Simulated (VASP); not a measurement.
# H21O10F in VASP: notebook, part 3 of 3

VASP 6.6.1. The steps go on from the part before.

## 5. Single point, PBE

Contents of INCAR:

```
SYSTEM = H21O10F
  PREC = Accurate
  ENCUT = 520
  EDIFF = 1E-6
  ISMEAR = -1
  SIGMA = 0.02
  LREAL = Auto
  LASPH = .TRUE.
  NELM = 120
  ALGO = Normal
  ISIF = 2
  LWAVE = .FALSE.
  LCHARG = .FALSE.
  GGA = PE
  NBANDS = 66
  GGA_COMPAT = .FALSE.
```

Contents of KPOINTS:

```
Automatic mesh
0
G
  1 1 1
  0 0 0
```

Contents of POSCAR:

```
H21O10F
1.0
    7.5723370000      0.0000000000      0.0000000000
    0.0000000000      7.5723370000      0.0000000000
    0.0000000000      0.0000000000      7.5723370000
O H F
10 21 1
Direct
    0.0810978170      0.6742436318      0.2140686554
    0.6434341208      0.1434431669      0.8159039937
    0.5767308032      0.5549937886      0.9498256615
    0.7298275288      0.7147991432      0.2359245237
    0.0944754572      0.3151735059      1.0535717045
    0.2968304237      0.9045424154      0.6955052317
    0.4807762782      0.5828979878      0.5128139437
    0.9491389514      0.5683846348      0.7902844261
    0.4243604055      0.3355371004      0.1800500955
    0.9461015800     -0.0085310519      0.9034067026
   -0.0519126394      0.6942902832      0.2239599215
    0.0844389255      0.5498962870      0.1774881387
    0.5954436523      0.2434255105      0.8791209372
    0.5418802676      0.0817845270      0.7770520514
    0.4807366603      0.6127038456      0.8711313297
    0.5072014096      0.4696700635      1.0166478328
    0.6985426032      0.6541045387      0.1235285751
    0.6355633670      0.6798561659      0.3314564579
    0.1182461900      0.3535764454      0.9363291676
    0.0579345584      0.1944181829      1.0134651958
    0.1751638893      0.8942153525      0.7280051060
    0.2804682359      0.9423510866      0.5787116976
    0.4243207876      0.6937224268      0.5619137130
    0.3881364498      0.5291761315      0.4402339727
    0.8660206222      0.5678828082      0.8906761545
    0.8660206222      0.5510319998      0.6786544233
    0.2929478707      0.3074876356      0.1420037170
    0.4801027741      0.2128008830      0.1799576538
    0.8255047286      0.0462604874      0.8639604920
    0.9087287056     -0.0960997906      0.9821274463
    0.1918826381      0.8194035738      0.2535280720
    0.2666151810      0.9324862325      0.2652153490
```

Potentials or basis: VASP PAW PBE potentials, release 64 (O, H, F).

Started as:

```console
$ cat potpaw_PBE.64/O/POTCAR potpaw_PBE.64/H/POTCAR potpaw_PBE.64/F/POTCAR > POTCAR
$ mpirun -np 1 vasp_gam > vasp.out
```

OUTCAR:

```text
SYSTEM = H21O10F
   PREC = Accurate
   ENCUT = 520
   EDIFF = 1E-6
   ISMEAR = -1
   LREAL = Auto
   LASPH = .TRUE.
   NELM = 120
   ISIF = 2
   GGA = PE

 ion  position               nearest neighbor table
   1  0.081  0.674  0.214-  12 0.98  11 1.02  31 1.41
   2  0.643  0.143  0.816-  14 0.95  13 0.97
   3  0.577  0.555  0.950-  16 0.98  15 1.04
   4  0.730  0.715  0.236-  17 1.00  18 1.05
   5  0.094  0.315  0.054-  19 0.95  20 1.00
   6  0.297  0.905  0.696-  22 0.94  21 0.96
   7  0.481  0.583  0.513-  24 0.98  23 1.01
   8  0.949  0.568  0.790-  25 0.99  26 1.06
   9  0.424  0.336  0.180-  28 1.02  27 1.06
  10  0.946  0.991  0.903-  30 0.94  29 1.05
  11  0.948  0.694  0.224-   1 1.02
  12  0.084  0.550  0.177-   1 0.98
  13  0.595  0.243  0.879-   2 0.97
  14  0.542  0.082  0.777-   2 0.95
  15  0.481  0.613  0.871-   3 1.04
  16  0.507  0.470  0.017-   3 0.98
[... 12 lines left out ...]
  29  0.826  0.046  0.864-  10 1.05
  30  0.909  0.904  0.982-  10 0.94
  31  0.192  0.819  0.254-  32 1.03   1 1.41
  32  0.267  0.932  0.265-  31 1.03

  LATTYP: Found a simple cubic cell.
 ALAT       =     7.5723370000
[... 221 lines left out ...]
 Fermi energy:        -3.9978161751

 k-point     1 :       0.0000    0.0000    0.0000
  band No.  band energies     occupation
      1     -25.7129      2.00000
      2     -23.8925      2.00000
      3     -23.8172      2.00000
      4     -23.6206      2.00000
      5     -23.1706      2.00000
      6     -23.0892      2.00000
[... 48 lines left out ...]
     55       4.6725      0.00000
     56       4.8810      0.00000
 [bands above 56 left out]

------------------------ aborting loop because EDIFF is reached ----------------------------------------

  FORCE on cell =-STRESS in cart. coord.  units (eV):
  Direction    XX          YY          ZZ          XY          YZ          ZX
  --------------------------------------------------------------------------------------
  -------------------------------------------------------------------------------------
  Total       -6.5644807     -2.3025704     -1.8327872      2.2338575     -3.2775471     -2.2963114
  in kB      -24.2226223     -8.4963757     -6.7628980      8.2428282    -12.0939931     -8.4732801
  external PRESSURE =     -13.1606320 kB  Pullay stress =       0.0000000 kB

 VOLUME and BASIS-vectors are now :
 -----------------------------------------------------------------------------
  energy-cutoff  :      520.00
  volume of cell :      434.20
      direct lattice vectors                 reciprocal lattice vectors
     7.572337000  0.000000000  0.000000000     0.132059627  0.000000000  0.000000000
     0.000000000  7.572337000  0.000000000     0.000000000  0.132059627  0.000000000
     0.000000000  0.000000000  7.572337000     0.000000000  0.000000000  0.132059627

 POSITION                                       TOTAL-FORCE (eV/Angst)
 -----------------------------------------------------------------------------------
      0.61410      5.10560      1.62100        -1.238464     -0.406444     -0.072801
      4.87230      1.08620      6.17830         0.838967      0.560288      0.217058
      4.36720      4.20260      7.19240        -1.401806      1.362210     -2.184957
      5.52650      5.41270      1.78650        -0.808845     -0.447359      1.034184
      0.71540      2.38660      0.40566        -0.067305     -1.242168      0.302835
      2.24770      6.84950      5.26660         1.075097     -0.510587      1.050130
[... 24 lines left out ...]
      1.45300      6.20480      1.91980         0.576491      0.646993     -0.312830
      2.01890      7.06110      2.00830        -0.380878     -0.593288      0.353097
 -----------------------------------------------------------------------------------
    total drift:                                0.007446     -0.001671     -0.006946

  FREE ENERGIE OF THE ION-ELECTRON SYSTEM (eV)
  ---------------------------------------------------
  free  energy   TOTEN  =      -153.4977789066 eV

  energy  without entropy=     -153.4977789066  energy(sigma->0) =     -153.49777891
```

OSZICAR:

```text
N       E                     dE             d eps       ncg     rms          rms(c)
DAV:   1     0.760402701485E+03    0.76040E+03   -0.45726E+04   132   0.119E+03
DAV:   2    -0.749989292458E+02   -0.83540E+03   -0.80206E+03   166   0.293E+02
DAV:   3    -0.167471174884E+03   -0.92472E+02   -0.91918E+02   166   0.106E+02
DAV:   4    -0.169109823058E+03   -0.16386E+01   -0.16343E+01   160   0.160E+01
DAV:   5    -0.169136513640E+03   -0.26691E-01   -0.26675E-01   168   0.191E+00    0.239E+01
DAV:   6    -0.153999064776E+03    0.15137E+02   -0.51924E+01   160   0.266E+01    0.920E+00
DAV:   7    -0.153714991558E+03    0.28407E+00   -0.17594E+00   160   0.464E+00    0.582E+00
DAV:   8    -0.153497433947E+03    0.21756E+00   -0.48207E-01   168   0.329E+00    0.784E-01
DAV:   9    -0.153490324615E+03    0.71093E-02   -0.52938E-02   160   0.932E-01    0.358E-01
DAV:  10    -0.153496462550E+03   -0.61379E-02   -0.11988E-02   136   0.435E-01    0.169E-01
DAV:  11    -0.153497547477E+03   -0.10849E-02   -0.11041E-03   160   0.215E-01    0.728E-02
DAV:  12    -0.153497877480E+03   -0.33000E-03   -0.91501E-04   136   0.158E-01    0.354E-02
DAV:  13    -0.153497819863E+03    0.57617E-04   -0.16259E-04   152   0.669E-02    0.164E-02
DAV:  14    -0.153497779791E+03    0.40072E-04   -0.30479E-05   144   0.248E-02    0.136E-02
DAV:  15    -0.153497778620E+03    0.11709E-05   -0.35922E-05   152   0.292E-02    0.763E-03
DAV:  16    -0.153497778907E+03   -0.28648E-06   -0.47862E-06   160   0.107E-02
   1 F= -.15349778E+03 E0= -.15349778E+03  d E =-.168182E-11
```

It took 35 s on 1 thread of Intel Xeon 6975P-C (Granite Rapids), shared host; peak memory 0.38 GiB.

Results:

```
Free energy            : -153.4978 eV
Pressure               : -1.3 GPa
Largest force          : 3.212 eV/Å
Band gap on the k mesh : 4.46 eV
```

Forces on the atoms (eV/Å):
```
O   -1.238 -0.406 -0.073
O    0.839  0.560  0.217
O   -1.402  1.362 -2.185
O   -0.809 -0.447  1.034
O   -0.067 -1.242  0.303
O    1.075 -0.511  1.050
O   -0.500  1.332  0.257
O   -1.780 -0.441 -2.164
O   -0.791 -2.204 -0.584
O   -0.664  2.343 -1.685
H    0.393  0.175  0.508
H    0.493  0.123  0.037
H    0.176  0.530  0.158
H   -1.274 -1.073 -0.581
H    1.936 -0.756  1.209
H   -0.322 -0.634  1.057
H   -0.756  0.255  0.584
H    1.471  0.240 -1.546
H    0.219  1.481 -1.336
H   -0.433 -0.401  0.919
H   -1.167 -0.253  1.158
H    0.225  0.812 -2.395
H    0.359 -1.082 -0.385
H    0.248 -0.036  0.028
H    0.069 -0.116 -0.745
H    1.752  0.369  2.667
H    1.427  0.342  0.404
H   -0.789  1.648  0.233
H    1.424 -0.469  0.374
H   -0.310 -1.557  1.441
H    0.576  0.647 -0.313
F   -0.381 -0.593  0.353
```

Levels at points of the mesh, in eV from the valence-band top:
| k point | band 40 | band 41 | band 42 | band 43 | band 44 | band 45 | band 46 | band 47 | band 48 | band 49 |
| --- | --- | --- | --- | --- | --- | --- | --- | --- | --- | --- |
| (0.00, 0.00, 0.00) | -0.60 | -0.56 | -0.42 | -0.15 | 0.00 | 4.46 | 6.89 | 7.24 | 7.35 | 7.45 |

Caveat: the k points lie up to 0.83 Å⁻¹ apart.
